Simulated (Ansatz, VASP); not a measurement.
# Two plane-wave programs on ZnS

```xyz
2
Lattice="-0.0141 2.6935 2.6935 2.6935 -0.0141 2.6935 2.6935 2.6935 -0.0141" Properties=species:S:1:pos:R:3 pbc="T T T"
Zn   -0.0024   -0.0024   -0.0024
S     1.3457    1.3457    1.3457
```

Change from the starting cell: epitaxial_111 strain +0.5%.

Alike in both runs: task single point; functional r2SCAN; k mesh 8 × 8 × 8; no spin polarisation.

|  | VASP | Ansatz |
| --- | --- | --- |
| version | VASP 6.6.1 | Ansatz 0.2.0 |
| potentials or method | VASP PAW PBE potentials, release 64 (Zn, S) | plane waves, PAW |
| plane-wave cutoff (eV) | 520 | 500 |
| occupations | gaussian, width 0.01 eV | fixed |
| valence electrons in the cell | 18 | 18 |

```tsv
	VASP	Ansatz	Ansatz less VASP
gap on the k mesh at the Fermi level (eV)	2.65	2.64	-0.010
pressure (GPa)	-0.5	-0.5	-0.04
traceless stress, the component that is largest in VASP (GPa)	0.26	0.26	+0.004
```

VASP's potentials were made for PBE, not for r2SCAN.
